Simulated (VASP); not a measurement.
# Rh (Im-3m) in VASP: notebook, part 2 of 2

VASP 6.6.1. Earlier steps stand in the parts before.

**5. Relaxation of cell and atoms, BLYP**

This run uses another cell than the first one, of 13.75 Å³/atom, 0.935 times its volume.

Contents of INCAR:

```
SYSTEM = Rh
  PREC = Accurate
  ENCUT = 600
  EDIFF = 1E-6
  ISMEAR = -1
  SIGMA = 0.1
  LREAL = .FALSE.
  LASPH = .TRUE.
  NELM = 80
  ALGO = Normal
  ISIF = 3
  LWAVE = .FALSE.
  LCHARG = .FALSE.
  GGA = B5
  ALDAX = 1.0
  AGGAX = 1.0
  AGGAC = 1.0
  ALDAC = 0.0
  IBRION = 2
  NSW = 80
  EDIFFG = -0.01
```

Contents of KPOINTS:

```
Automatic mesh
0
G
  15 15 15
  0 0 0
```

Contents of POSCAR:

```
Rh
1.0
   -1.5092612352      1.5092612352      1.5092612352
    1.5092612352     -1.5092612352      1.5092612352
    1.5092612352      1.5092612352     -1.5092612352
Rh
1
Direct
    0.0000000000      0.0000000000      0.0000000000
```

Potentials or basis: VASP PAW PBE potentials, release 64 (Rh_pv).

Launch:

```bash
> cat potpaw_PBE.64/Rh_pv/POTCAR > POTCAR
> mpirun -np 1 vasp_std > vasp.out
```

OUTCAR:

```text
SYSTEM = Rh
   PREC = Accurate
   ENCUT = 600
   EDIFF = 1E-6
   ISMEAR = -1
   LREAL = .FALSE.
   LASPH = .TRUE.
   NELM = 80
   ISIF = 3
   GGA = B5
   IBRION = 2
   NSW = 80
   EDIFFG = -0.01

 ion  position               nearest neighbor table
   1  0.000  0.000  0.000-

  LATTYP: Found a body centered cubic cell.
 ALAT       =     3.0185224704

  Lattice vectors:

 A1 = (  -1.5092612352,   1.5092612352,   1.5092612352)
 A2 = (   1.5092612352,  -1.5092612352,   1.5092612352)
 A3 = (   1.5092612352,   1.5092612352,  -1.5092612352)

Analysis of symmetry for initial positions (statically):
=====================================================================
 Subroutine PRICEL returns:
 Original cell was already a primitive cell.

 Routine SETGRP: Setting up the symmetry group for a
 body centered cubic supercell.

 Subroutine GETGRP returns: Found 48 space group operations
 (whereof 48 operations were pure point group operations)
 out of a pool of 48 trial point group operations.

The static configuration has the point symmetry O_h .

Analysis of symmetry for dynamics (positions and initial velocities):
=====================================================================
 Subroutine PRICEL returns:
 Original cell was already a primitive cell.

 Routine SETGRP: Setting up the symmetry group for a
 body centered cubic supercell.

[... 159 lines left out ...]
  Total        2.4175970      2.4175970      2.4175970      0.0000000     -0.0000000      0.0000000
  in kB      281.6704279    281.6704279    281.6704279      0.0000000     -0.0000000      0.0000000
  external PRESSURE =     281.6704279 kB  Pullay stress =       0.0000000 kB
[... 22 lines left out ...]
--------------------------------------- Ionic step        2  -------------------------------------------

 number of electron      15.0000005 magnetization

 E-fermi :   7.1855     XC(G=0): -11.3918

 val. band max:        7.1743406186   @ k =   0.2667   0.2000   0.0000
 cond. band min:       7.1912693519   @ k =  -0.2667   0.4000   0.0667
 fundamental gap:      0.0169287334
 Fermi energy:         7.1855332432

 k-point     1 :       0.0000    0.0000    0.0000
  band No.  band energies     occupation
      1     -38.2571      2.00000
      2     -38.2571      2.00000
      3     -38.2571      2.00000
      4       1.6972      2.00000
      5       5.3687      2.00000
      6       5.3687      2.00000
      7       5.3687      2.00000
      8       6.9065      1.88431
      9       6.9065      1.88431
     10      25.1239      0.00000
     11      25.1239      0.00000
[... 426 lines left out ...]
--------------------------------------- Ionic step        5  -------------------------------------------

 number of electron      15.0000000 magnetization

 Free energy of the ion-electron system (eV)
  ---------------------------------------------------
  ext. energy  EPLUGINS =         0.00000000
  ---------------------------------------------------
  free energy    TOTEN  =        -5.89282718 eV

  energy without entropy =       -5.81391752  energy(sigma->0) =       -5.85337235

 E-fermi :  10.3839     XC(G=0): -12.6897

 val. band max:       10.3516197942   @ k =   0.4000   0.1333   0.0667
 cond. band min:      10.4043298325   @ k =   0.2667   0.2000   0.0000
 fundamental gap:      0.0527100383
 Fermi energy:        10.3839233538

 k-point     1 :       0.0000    0.0000    0.0000
  band No.  band energies     occupation
      1     -35.3434      2.00000
      2     -35.3434      2.00000
      3     -35.3434      2.00000
      4       3.5417      2.00000
      5       7.8472      2.00000
      6       7.8472      2.00000
      7       7.8472      2.00000
      8       9.9814      1.96491
      9       9.9814      1.96491
     10      28.9614      0.00000
     11      28.9614      0.00000
[... 350 lines left out ...]
  FREE ENERGIE OF THE ION-ELECTRON SYSTEM (eV)
  ---------------------------------------------------
  free  energy   TOTEN  =        -5.8928271834 eV

  energy  without entropy=       -5.8139175224  energy(sigma->0) =       -5.85337235

 reached required accuracy - stopping structural energy minimisation
```

OSZICAR:

```text
N       E                     dE             d eps       ncg     rms          rms(c)
DAV:   1     0.126851268654E+03    0.12685E+03   -0.10207E+04  2640   0.163E+03
DAV:   2    -0.443833478586E+01   -0.13129E+03   -0.12557E+03  2724   0.410E+02
DAV:   3    -0.609889230350E+01   -0.16606E+01   -0.16336E+01  3000   0.514E+01
[... 40 lines left out ...]
DAV:   1    -0.589441438192E+01   -0.16101E-02   -0.22829E-02  2697   0.245E+00    0.273E-01
DAV:   2    -0.589282025952E+01    0.15941E-02   -0.45043E-03  2688   0.968E-01    0.454E-02
DAV:   3    -0.589282059383E+01   -0.33431E-06   -0.22289E-05  2748   0.590E-02    0.278E-02
DAV:   4    -0.589282749620E+01   -0.69024E-05   -0.10385E-05  2712   0.390E-02    0.199E-03
DAV:   5    -0.589282718340E+01    0.31281E-06   -0.16814E-07  1413   0.646E-03
   5 F= -.58928272E+01 E0= -.58533724E+01  d E =-.125387E+00
```

CONTCAR:

```text
Rh
   1.00000000000000
    -1.5653481980907873    1.5653481980907873    1.5653481980907873
     1.5653481980907873   -1.5653481980907873    1.5653481980907873
     1.5653481980907873    1.5653481980907873   -1.5653481980907873
  Rh
     1
Direct
     0.0000000000000000    0.0000000000000000    0.0000000000000000

  0.00000000E+00  0.00000000E+00  0.00000000E+00
```

Wall time 82 s (1 thread of Intel Xeon 6975P-C, shared host); peak memory 0.16 GiB.

Results:

```
Free energy                            : -5.8928 eV
Relaxed volume                         : 15.34 Å³/atom
Relaxed cell                           : a = 2.711 Å, b = 2.711 Å, c = 2.711 Å, α = 109.47°, β = 109.47°, γ = 109.47°
Space group after relaxing (to 0.05 Å) : Im-3m (No. 229)
Energy gained by relaxing              : 125.4 meV/atom
Ionic steps                            : 5
Pressure after relaxing                : 0.1 GPa
```

Step by step:
```tsv
step	energy change (eV)	largest force (eV/Å)	pressure (GPa)	volume (Å³)
1	0.0000	0.0000	28.17	13.75
2	0.2248	0.0000	-23.30	19.15
3	-0.1247	0.0000	-1.54	15.48
4	-0.1254	0.0000	-0.32	15.38
5	-0.1254	0.0000	0.08	15.34
```

Final structure:
```
Rh
1.0
    -1.56535    1.56535    1.56535
     1.56535   -1.56535    1.56535
     1.56535    1.56535   -1.56535
Rh
1
Direct
  0.00000 0.00000 0.00000
```

Levels at points of the mesh, in eV from the Fermi level:
```csv
k point,band 6,band 7,band 8,band 9,band 10,band 11
"(0.00, 0.00, 0.00)",-2.54,-2.54,-0.40,-0.40,18.58,18.58
```

Caveat: the PAW data sets were made with another functional, which shifts forces and pressure a little.

**6. Overview**

| task | cell | k mesh | cutoff (eV) | gap on the mesh (eV) | pressure (GPa) |
| --- | --- | --- | --- | --- | --- |
| single point | a = 2.673 Å, angles 109.5°, 1 atom | 16 × 16 × 16 | 520 | none | 9.3 |
| single point | a = 2.710 Å, angles 109.5°, 1 atom | 16 × 16 × 16 | 520 | none | 0.5 |
| single point | a = 2.746 Å, angles 109.5°, 1 atom | 16 × 16 × 16 | 520 | none | -6.4 |
| relaxation of cell and atoms | relaxed from a = 2.614 Å, angles 109.5°, 1 atom | 15 × 15 × 15 | 600 | none | 0.1 |

Alike in all rows: level BLYP; potentials or basis VASP PAW PBE potentials, release 64 (Rh_pv); no spin polarisation; smearing fermi-dirac 0.1 eV.

Caveats: the PAW data sets were made with another functional, which shifts forces and pressure a little.

Absolute energies hang on the potentials; compare differences alone.
